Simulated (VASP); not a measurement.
# Ge (Fd-3m) in VASP: notebook

Runs on Ge. Level: PBE. Tasks: single point.

Program: VASP 6.6.1. These are calculated values, not measurements. Logs are shortened: lines on timing, memory, paths and dates and some standing lists are left out, and cuts for length are marked.

**Experimental background.**

From “Electronic and optical properties of SixGe1-x-ySny alloys lattice-matched to Ge”, 2021, arxiv:2109.02782, for a bulk crystal of Ge at 293 K: band gap 0.666 eV (indirect).

The runs below are set against these values where they give the same quantity.

## Step 1: The cell of the first run

Symmetry: Fd-3m, No. 227, cubic system. Conventional cell: a = 5.524 Å, b = 5.524 Å, c = 5.524 Å, α = 90.00°, β = 90.00°, γ = 90.00°. Within 3.2 Å of Ge (site symmetry -43m) lie 4 Ge at 2.39 Å.

## Step 2: Single point, PBE

The input, INCAR:

```
ALGO     = Normal         # electronic algorithm
EDIFF    = 1E-6           # SCF threshold, eV
ENCUT    = 520            # plane-wave cutoff, eV
GGA      = PE             # functional
ISIF     = 2              # what is computed and relaxed
ISMEAR   = -1             # smearing method
LASPH    = T              # aspherical terms in the spheres
LCHARG   = T              # write CHGCAR
LELF     = T              # ELF
LREAL    = F              # projectors in reciprocal space
LVHAR    = T            
LWAVE    = F              # write WAVECAR
NBANDS   = 21             # bands
NELM     = 60             # most SCF steps
PREC     = Accurate       # precision mode
SIGMA    = 0.1            # smearing width, eV
```

The input, KPOINTS:

```
k-points
0
Gamma
  6 6 6
```

The input, POSCAR:

```
Ge
1.0
    3.9062360693      0.0000000000      0.0000000000
    1.9531180346      3.3828996692      0.0000000000
    1.9531180346      1.1276332231      3.1894283948
Ge
2
Direct
    0.0000000000      0.0000000000      0.0000000000
    0.2500000000      0.2500000000      0.2500000000
```

Potentials or basis: VASP PAW PBE potentials, release 64 (Ge_d).

The run is started by

```
$ cat potpaw_PBE.64/Ge_d/POTCAR > POTCAR
$ mpirun -np 1 vasp_std > vasp.out
```

OUTCAR:

```text
EDIFF = 1E-6
   ENCUT = 520
   GGA = PE
   ISIF = 2
   ISMEAR = -1
   LASPH = T
   LREAL = F
   NELM = 60
   PREC = Accurate

 ion  position               nearest neighbor table
   1  0.000  0.000  0.000-   2 2.39   2 2.39   2 2.39   2 2.39
   2  0.250  0.250  0.250-   1 2.39   1 2.39   1 2.39   1 2.39

  LATTYP: Found a face centered cubic cell.
 ALAT       =     5.5242520270

  Lattice vectors:

 A1 = (   3.9062360693,   0.0000000000,   0.0000000000)
 A2 = (   1.9531180346,   3.3828996692,   0.0000000000)
 A3 = (   1.9531180346,   1.1276332231,   3.1894283948)

Analysis of symmetry for initial positions (statically):
=====================================================================
 Subroutine PRICEL returns:
 Original cell was already a primitive cell.

 Routine SETGRP: Setting up the symmetry group for a
 face centered cubic supercell.

 Subroutine GETGRP returns: Found 48 space group operations
 (whereof 24 operations were pure point group operations)
 out of a pool of 48 trial point group operations.

The static configuration has the point symmetry T_d .
 The point group associated with its full space group is O_h .

Analysis of symmetry for dynamics (positions and initial velocities):
=====================================================================
 Subroutine PRICEL returns:
 Original cell was already a primitive cell.

 Routine SETGRP: Setting up the symmetry group for a
 face centered cubic supercell.

 Subroutine GETGRP returns: Found 48 space group operations
 (whereof 24 operations were pure point group operations)
 out of a pool of 48 trial point group operations.

The dynamic configuration has the point symmetry T_d .
 The point group associated with its full space group is O_h .

 Subroutine INISYM returns: Found 48 space group operations
 (whereof 24 operations are pure point group operations),
 and found     1 'primitive' translations

----------------------------------------------------------------------------------------

                                     Primitive cell

  volume of cell :      42.1464

  direct lattice vectors                    reciprocal lattice vectors
     3.906236069  0.000000000  0.000000000     0.256000913 -0.147802196 -0.104511935
[... 70 lines left out ...]
   ICHARG =      2    charge: 1-file 2-atom 10-const
   ISPIN  =      1    spin polarized calculation?
   LNONCOLLINEAR =      F non collinear calculations
   LSORBIT =      F    spin-orbit coupling
   LASPH  =      T    aspherical Exc in radial PAW
   ENCUT  =  520.0 eV  38.22 Ry    6.18 a.u.   7.26  7.26  7.26*2*pi/ulx,y,z
   NELM   =     60;   NELMIN=  2; NELMDL= -5     # of ELM steps
   EDIFF  = 0.1E-05   stopping-criterion for ELM
   LREAL  =      F    real-space projection
   EDIFFG = 0.1E-04   stopping-criterion for IOM
   NSW    =      0    number of steps for IOM
   IBRION =     -1    ionic relax: 0-MD 1-quasi-New 2-CG
   NFREE  =      0    steps in history (QN), initial steepest desc. (CG)
   ISIF   =      2    stress and relaxation
   ISYM   =      2    0-nonsym 1-usesym 2-fastsym
   POTIM  = 0.5000    time-step for ionic-motion
   TEBEG  =    0.0;   TEEND  =   0.0 temperature during run
   PSTRESS=    0.0 pullay stress
   NELECT =      28.0000    total number of electrons
   NUPDOWN=      -1.0000    fix difference up-down
   EMIN   =  10.00;   EMAX   =-10.00  energy-range for DOS
   EFERMI =   0.00;   METHOD = LEGACY
   ISMEAR =    -1;   SIGMA  =   0.10  broadening in eV -4-tet -1-fermi 0-gaus
   EFERMI_NEDOS =   21; number of points for ismear=-14 and -15
   IALGO  =     38    algorithm
   IMIX   =      4    mixing-type and parameters
     AMIX     =   0.40;   BMIX     =  1.00
     AMIX_MAG =   1.60;   BMIX_MAG =  1.00
  volume/ion in A,a.u.               =      21.07       142.21
  Fermi-wavevector in a.u.,A,eV,Ry     =   1.428480  2.699435 27.763420  2.040554
  Thomas-Fermi vector in A             =   2.548537
   LORBIT       =      0    0 simple, 1 ext, 2 COOP (PROOUT), +10 PAW based schemes
   GGA     = PE    functional components
   LHFCALC =     F    Hartree Fock is set to
   AEXX    =    0.0000 exact exchange contribution
   IVDW    =     0    specifies the selected vdW correction
   LEPSILON=     F    determine dielectric tensor
   LRPA    =     F    only Hartree local field effects (RPA)
 non-spin polarized calculation
  energy-cutoff  :      520.00
  volume of cell :       42.15
 maximum number of plane-waves:      1158
 NGX is ok and might be reduce to    30
   NGX = 15   NGY = 15   NGZ = 15

 number of electron      27.9999978 magnetization

 Free energy of the ion-electron system (eV)
  ---------------------------------------------------
  ext. energy  EPLUGINS =         0.00000000
  ---------------------------------------------------
  free energy    TOTEN  =        -8.83869757 eV

  energy without entropy =       -8.83523464  energy(sigma->0) =       -8.83696610

 E-fermi :   5.8879     XC(G=0): -10.2641

 val. band max:        5.7276055049   @ k =   0.0000   0.0000   0.0000
 cond. band min:       6.1403846291   @ k =   0.5000  -0.0000  -0.0000
 fundamental gap:      0.4127791242
 Fermi energy:         5.8878787379

 k-point     1 :       0.0000    0.0000    0.0000
  band No.  band energies     occupation
      1     -19.2037      2.00000
      2     -19.2037      2.00000
      3     -19.2037      2.00000
      4     -19.1618      2.00000
      5     -19.1618      2.00000
      6     -18.9092      2.00000
[... 373 lines left out ...]
     20      17.3460      0.00000
     21      19.1965      0.00000

------------------------ aborting loop because EDIFF is reached ----------------------------------------

  FORCE on cell =-STRESS in cart. coord.  units (eV):
  Direction    XX          YY          ZZ          XY          YZ          ZX
  --------------------------------------------------------------------------------------
  -------------------------------------------------------------------------------------
  Total        2.6121986      2.6121986      2.6121986     -0.0000000      0.0000000     -0.0000000
  in kB       99.3016174     99.3016174     99.3016174     -0.0000000      0.0000000     -0.0000000
  external PRESSURE =      99.3016174 kB  Pullay stress =       0.0000000 kB

 VOLUME and BASIS-vectors are now :
 -----------------------------------------------------------------------------
  energy-cutoff  :      520.00
  volume of cell :       42.15
      direct lattice vectors                 reciprocal lattice vectors
     3.906236069  0.000000000  0.000000000     0.256000913 -0.147802196 -0.104511935
     1.953118035  3.382899669  0.000000000     0.000000000  0.295604392 -0.104511935
     1.953118035  1.127633223  3.189428395     0.000000000  0.000000000  0.313535805

 POSITION                                       TOTAL-FORCE (eV/Angst)
 -----------------------------------------------------------------------------------
      0.00000      0.00000      0.00000         0.000000      0.000000     -0.000000
      1.95312      1.12763      0.79736        -0.000000     -0.000000      0.000000
 -----------------------------------------------------------------------------------
    total drift:                                0.000000      0.000000      0.000000

  FREE ENERGIE OF THE ION-ELECTRON SYSTEM (eV)
  ---------------------------------------------------
  free  energy   TOTEN  =        -8.8386975711 eV

  energy  without entropy=       -8.8352346352  energy(sigma->0) =       -8.83696610
```

OSZICAR:

```text
N       E                     dE             d eps       ncg     rms          rms(c)
DAV:   1     0.185863130489E+03    0.18586E+03   -0.14511E+04   775   0.377E+03
DAV:   2     0.176070177826E+02   -0.16826E+03   -0.16350E+03   672   0.602E+02
DAV:   3    -0.808209584249E+01   -0.25689E+02   -0.25430E+02   767   0.139E+02
DAV:   4    -0.894020483215E+01   -0.85811E+00   -0.85727E+00   752   0.298E+01
DAV:   5    -0.895337114204E+01   -0.13166E-01   -0.13166E-01   772   0.405E+00    0.355E+00
DAV:   6    -0.887590103717E+01    0.77470E-01   -0.25708E-02   742   0.135E+00    0.210E+00
DAV:   7    -0.883670630010E+01    0.39195E-01   -0.59912E-02   800   0.200E+00    0.154E-01
DAV:   8    -0.883854891878E+01   -0.18426E-02   -0.58464E-03   752   0.796E-01    0.460E-02
DAV:   9    -0.883868993123E+01   -0.14101E-03   -0.20518E-04   790   0.164E-01    0.152E-02
DAV:  10    -0.883869621446E+01   -0.62832E-05   -0.19040E-05   840   0.570E-02    0.697E-03
DAV:  11    -0.883869742182E+01   -0.12074E-05   -0.37093E-06   609   0.250E-02    0.156E-03
DAV:  12    -0.883869757115E+01   -0.14933E-06   -0.19483E-07   466   0.374E-03
   1 F= -.88386976E+01 E0= -.88369661E+01  d E =-.346294E-02
```

Wall time 30 s (1 thread of AMD EPYC, shared host); peak memory 0.13 GiB.

Results:

```yaml
Free_energy: -8.8387 eV
Pressure: 9.9 GPa
Band_gap_on_the_k_mesh: 0.41 eV, indirect (least direct gap 0.71 eV)
```

## Step 3: Single point, PBE

This run uses another cell than the first one, of 22.25 Å³/atom, 1.056 times its volume.

The input, INCAR:

```
PREC = Accurate ; ENCUT = 520
EDIFF = 1E-6 ; ISMEAR = -1
SIGMA = 0.1 ; LREAL = False
LASPH = True ; NELM = 60
ALGO = Normal ; ISIF = 2
LWAVE = False ; LCHARG = False
GGA = PE ; NBANDS = 21
```

The input, KPOINTS:

```
regular mesh
0
Gamma
  6 6 6
```

The input, POSCAR:

```
Ge
1.0
    3.9779134346      0.0000000000      0.0000000000
    1.9889567173      3.4449740884      0.0000000000
    1.9889567173      1.1483246961      3.2479527186
Ge
2
Direct
    0.0000000000      0.0000000000      0.0000000000
    0.2500000000      0.2500000000      0.2500000000
```

Potentials or basis: VASP PAW PBE potentials, release 64 (Ge_d).

The run is started by

```
$ cat potpaw_PBE.64/Ge_d/POTCAR > POTCAR
$ mpirun -np 1 vasp_std > vasp.out
```

Wall time 30 s (1 thread of AMD EPYC, shared host); peak memory 0.13 GiB.

It converged, with:

- Free energy: -8.9470 eV
- Pressure: 4.9 GPa
- Band gap on the k mesh: 0.19 eV, direct

Levels at points of the mesh, in eV from the valence-band top:
```csv
k point,band 10,band 11,band 12,band 13,band 14,band 15,band 16,band 17,band 18,band 19
"(0.00, 0.00, 0.00)",-24.57,-12.90,0.00,0.00,0.00,0.19,2.56,2.56,2.56,6.47
"(0.50, 0.00, 0.00)",-24.54,-10.77,-7.68,-1.43,-1.43,0.24,3.75,3.75,7.14,10.68
"(0.50, 0.50, 0.00)",-24.52,-8.95,-8.95,-3.14,-3.14,0.73,0.73,9.66,9.66,11.79
```

A k mesh can miss the band edges.

## Step 4: Single point, PBE

This run uses another cell than the first one, of 23.21 Å³/atom, 1.101 times its volume.

The input, INCAR:

```
ALGO = Normal ; EDIFF = 1E-7
ENCUT = 520 ; GGA = PE
ISIF = 2 ; ISMEAR = -1
LASPH = True ; LCHARG = False
LREAL = False ; LWAVE = False
NBANDS = 21 ; NELM = 80
PREC = Accurate ; SIGMA = 0.1
```

The input, KPOINTS:

```
k-points
0
Gamma
  6 6 6
```

The input, POSCAR:

```
Ge
1.0
    4.0339526454      0.0000000000      0.0000000000
    2.0169763227      3.4935054686      0.0000000000
    2.0169763227      1.1645018229      3.2937085426
Ge
2
Direct
    0.0000000000      0.0000000000      0.0000000000
    0.2500000000      0.2500000000      0.2500000000
```

Potentials or basis: VASP PAW PBE potentials, release 64 (Ge_d).

The run is started by

```
$ cat potpaw_PBE.64/Ge_d/POTCAR > POTCAR
$ mpirun -np 1 vasp_std > vasp.out
```

OUTCAR:

```text
EDIFF = 1E-7
   ENCUT = 520
   GGA = PE
   ISIF = 2
   ISMEAR = -1
   LASPH = True
   LREAL = False
   NELM = 80
   PREC = Accurate

 ion  position               nearest neighbor table
   1  0.000  0.000  0.000-   2 2.47   2 2.47   2 2.47   2 2.47
   2  0.250  0.250  0.250-   1 2.47   1 2.47   1 2.47   1 2.47

  LATTYP: Found a face centered cubic cell.
 ALAT       =     5.7048705411

  Lattice vectors:

[... 560 lines left out ...]
     21      17.5331      0.00000

------------------------ aborting loop because EDIFF is reached ----------------------------------------

  FORCE on cell =-STRESS in cart. coord.  units (eV):
  Direction    XX          YY          ZZ          XY          YZ          ZX
  --------------------------------------------------------------------------------------
  -------------------------------------------------------------------------------------
  Total        0.5529723      0.5529723      0.5529723      0.0000000      0.0000000      0.0000000
  in kB       19.0869514     19.0869514     19.0869514      0.0000000      0.0000000      0.0000000
  external PRESSURE =      19.0869514 kB  Pullay stress =       0.0000000 kB

 VOLUME and BASIS-vectors are now :
 -----------------------------------------------------------------------------
  energy-cutoff  :      520.00
  volume of cell :       46.42
      direct lattice vectors                 reciprocal lattice vectors
     4.033952645  0.000000000  0.000000000     0.247895820 -0.143122719 -0.101203045
     2.016976323  3.493505469  0.000000000     0.000000000  0.286245437 -0.101203045
     2.016976323  1.164501823  3.293708543     0.000000000  0.000000000  0.303609135

 POSITION                                       TOTAL-FORCE (eV/Angst)
 -----------------------------------------------------------------------------------
      0.00000      0.00000      0.00000         0.000000      0.000000      0.000000
      2.01698      1.16450      0.82343        -0.000000     -0.000000     -0.000000
 -----------------------------------------------------------------------------------
    total drift:                                0.000000      0.000000      0.000000

  FREE ENERGIE OF THE ION-ELECTRON SYSTEM (eV)
  ---------------------------------------------------
  free  energy   TOTEN  =        -8.9879257540 eV

  energy  without entropy=       -8.9819376643  energy(sigma->0) =       -8.98493171
```

OSZICAR:

```text
N       E                     dE             d eps       ncg     rms          rms(c)
DAV:   1     0.188063956167E+03    0.18806E+03   -0.14157E+04   759   0.357E+03
DAV:   2     0.189978177382E+02   -0.16907E+03   -0.16361E+03   672   0.634E+02
DAV:   3    -0.811153250298E+01   -0.27109E+02   -0.26936E+02   767   0.143E+02
DAV:   4    -0.905403525688E+01   -0.94250E+00   -0.94189E+00   747   0.306E+01
DAV:   5    -0.906975225563E+01   -0.15717E-01   -0.15717E-01   780   0.441E+00    0.311E+00
DAV:   6    -0.901472791725E+01    0.55024E-01   -0.20908E-02   758   0.145E+00    0.185E+00
DAV:   7    -0.898595503660E+01    0.28773E-01   -0.46337E-02   760   0.195E+00    0.147E-01
DAV:   8    -0.898774569070E+01   -0.17907E-02   -0.60201E-03   732   0.957E-01    0.423E-02
DAV:   9    -0.898789981444E+01   -0.15412E-03   -0.22931E-04   780   0.211E-01    0.158E-02
DAV:  10    -0.898792377844E+01   -0.23964E-04   -0.45447E-05   834   0.733E-02    0.606E-03
DAV:  11    -0.898792572794E+01   -0.19495E-05   -0.66231E-06   774   0.427E-02    0.159E-03
DAV:  12    -0.898792575401E+01   -0.26067E-07   -0.22316E-07   636   0.834E-03
   1 F= -.89879258E+01 E0= -.89849317E+01  d E =-.598809E-02
```

stdout:

```text
POSCAR found type information on POSCAR Ge
 POSCAR found :  1 types and       2 ions
 scaLAPACK will be used
 LDA part: xc-table for (Slater+PW92), standard interpolation
 POSCAR, INCAR and KPOINTS ok, starting setup
 FFT: planning ... GRIDC
 FFT: planning ... GRID_SOFT
 FFT: planning ... GRID
 WAVECAR not read
 entering main loop
```

Wall time 30 s (1 thread of AMD EPYC, shared host); peak memory 0.13 GiB.

What came out:

- Free energy: -8.9879 eV
- Pressure: 1.9 GPa
- Band gap on the k mesh: zero (filled and empty bands touch)

## Step 5: Single point, PBE

This run uses another cell than the first one, of 23.97 Å³/atom, 1.138 times its volume.

The input, INCAR:

```
PREC     = Accurate       # precision mode
ENCUT    = 520            # plane-wave cutoff, eV
EDIFF    = 1E-7           # SCF threshold, eV
ISMEAR   = -1             # smearing method
SIGMA    = 0.1            # smearing width, eV
LREAL    = F              # projectors in reciprocal space
LASPH    = T              # aspherical terms in the spheres
NELM     = 80             # most SCF steps
ALGO     = Normal         # electronic algorithm
ISIF     = 2              # what is computed and relaxed
LWAVE    = F              # write WAVECAR
LCHARG   = F              # write CHGCAR
GGA      = PE             # functional
NBANDS   = 21             # bands
```

The input, KPOINTS:

```
regular mesh
0
Gamma
  6 6 6
```

The input, POSCAR:

```
Ge
1.0
    4.0777812959      0.0000000000      0.0000000000
    2.0388906479      3.5314621933      0.0000000000
    2.0388906479      1.1771540644      3.3294944858
Ge
2
Direct
    0.0000000000      0.0000000000      0.0000000000
    0.2500000000      0.2500000000      0.2500000000
```

The run is started by

```
$ cat potpaw_PBE.64/Ge_d/POTCAR > POTCAR
$ mpirun -np 1 vasp_std > vasp.out
```

It took 30 s on 1 thread of AMD EPYC, shared host; peak memory 0.13 GiB.

Results (log left out):

```yaml
Free_energy: -8.9972 eV
Pressure: -0.1 GPa
Band_gap_on_the_k_mesh: zero (filled and empty bands touch)
```

Levels at points of the mesh, in eV from the Fermi level:
| k point | band 12 | band 13 | band 14 | band 15 | band 16 | band 17 |
| --- | --- | --- | --- | --- | --- | --- |
| (0.00, 0.00, 0.00) | -0.40 | 0.08 | 0.08 | 0.08 | 2.61 | 2.61 |
| (0.50, 0.00, 0.00) | -7.27 | -1.24 | -1.24 | 0.10 | 3.79 | 3.79 |
| (0.50, 0.50, 0.00) | -8.60 | -2.80 | -2.80 | 0.90 | 0.90 | 9.13 |

## Step 6: Overview

| cell | gap on the mesh (eV) | pressure (GPa) |
| --- | --- | --- |
| a = 3.906 Å, angles 60.0°, 2 atoms | 0.41 | 9.9 |
| a = 3.978 Å, angles 60.0°, 2 atoms | 0.19 | 4.9 |
| a = 4.034 Å, angles 60.0°, 2 atoms | none | 1.9 |
| a = 4.078 Å, angles 60.0°, 2 atoms | none | -0.1 |

Alike in all rows: task single point; level PBE; potentials or basis VASP PAW PBE potentials, release 64 (Ge_d); no spin polarisation; k mesh 6 × 6 × 6; cutoff (eV) 520; smearing fermi-dirac 0.1 eV.

Total energies depend on the potentials used, so only differences within one code and one set of settings carry meaning.

## Step 7: Against experiment

Step 4. Against the measured gap of Ge, 0.666 eV (indirect; 293 K; “Electronic and optical properties of SixGe1-x-ySny alloys lattice-matched to Ge”, 2021, arxiv:2109.02782), the calculated 0.00 eV is off by -0.67 eV. 3 values of this kind are on record (0.666 to 0.807 eV); this one was drawn at random among those near their median. Spin-orbit coupling on Ge is left out. The value is that of PBE on a finite k mesh, which can miss the band edges, without temperature or zero-point motion. Semilocal functionals fall short of measured gaps as a rule.

Step 5. Measured gap of Ge: 0.666 eV (indirect; 293 K; “Electronic and optical properties of SixGe1-x-ySny alloys lattice-matched to Ge”, 2021, arxiv:2109.02782). This calculation gives 0.00 eV (-0.67 eV). 3 values of this kind are on record (0.666 to 0.807 eV); this one was drawn at random among those near their median. Spin-orbit coupling on Ge is left out. The value is that of PBE on a finite k mesh, which can miss the band edges, without temperature or zero-point motion. Semilocal functionals fall short of measured gaps as a rule.
